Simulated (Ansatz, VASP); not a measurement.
Si: VASP beside Ansatz

```xyz
2
Lattice="0.0000 2.7460 2.7460 2.7460 0.0000 2.7460 2.7460 2.7460 0.0000" Properties=species:S:1:pos:R:3 pbc="T T T"
Si    4.1191    4.1191    4.1191
Si    2.7460    2.7460    2.7460
```

Alike in both runs: task relaxation of cell and atoms; functional PBE; k mesh 8 × 8 × 8; occupations gaussian, width 0.02 eV; no spin polarisation.

|  | VASP | Ansatz |
| --- | --- | --- |
| version | VASP 6.6.1 | Ansatz 0.2.0 |
| potentials or method | VASP PAW PBE potentials, release 64 (Si), cutoff 500 eV | scalar-relativistic, all-electron LAPW |

VASP gave:

| Property | Result |
| --- | --- |
| gap on the k mesh at the Fermi level, each at its own relaxed structure (eV) | 0.65 |
| relaxed volume (Å³/atom) | 20.44 |
| relaxed cell length with the largest relative difference (Å) | 3.867 |

Question: Estimate Ansatz's values.

Answer: gap on the k mesh at the Fermi level, each at its own relaxed structure (eV): 0.65; relaxed volume (Å³/atom): 20.45; relaxed cell length with the largest relative difference (Å): 3.868.

Ansatz ran all-electron here, and VASP with PAW potentials.
